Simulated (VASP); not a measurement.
Input of a VASP 6.6.1 run:

INCAR

```
SYSTEM = Be
PREC = Accurate ; ENCUT = 520
EDIFF = 1E-7 ; ISMEAR = -1
SIGMA = 0.06122561905347299 ; LREAL = .FALSE.
LASPH = .TRUE. ; NELM = 60
ALGO = Normal ; ISIF = 2
LWAVE = .FALSE. ; LCHARG = .FALSE.
GGA = PE ; NBANDS = 7
```

File KPOINTS:

```
regular mesh
0
G
  50 50 50
  0 0 0
```

The input POSCAR:

```
Be
1.0
    2.1438960093      0.0000000000      0.0000000000
    0.0000000000      2.1438960093      0.0000000000
    0.0000000000      0.0000000000      2.1438960093
Be
1
Direct
    0.0000000000      0.0000000000      0.0000000000
```

Potentials or basis: VASP PAW PBE potentials, release 64 (Be).

Launch:

```sh
$ cat potpaw_PBE.64/Be/POTCAR > POTCAR
$ mpirun -np 1 vasp_std > vasp.out
```

Question: Estimate the band gap on the k mesh.

Answer: Zero (bands 1 and 2 overlap by 7.25 eV).

Question: Estimate the pressure.

Answer: 3.4 GPa.

Caveat: the cell stands under pressure.
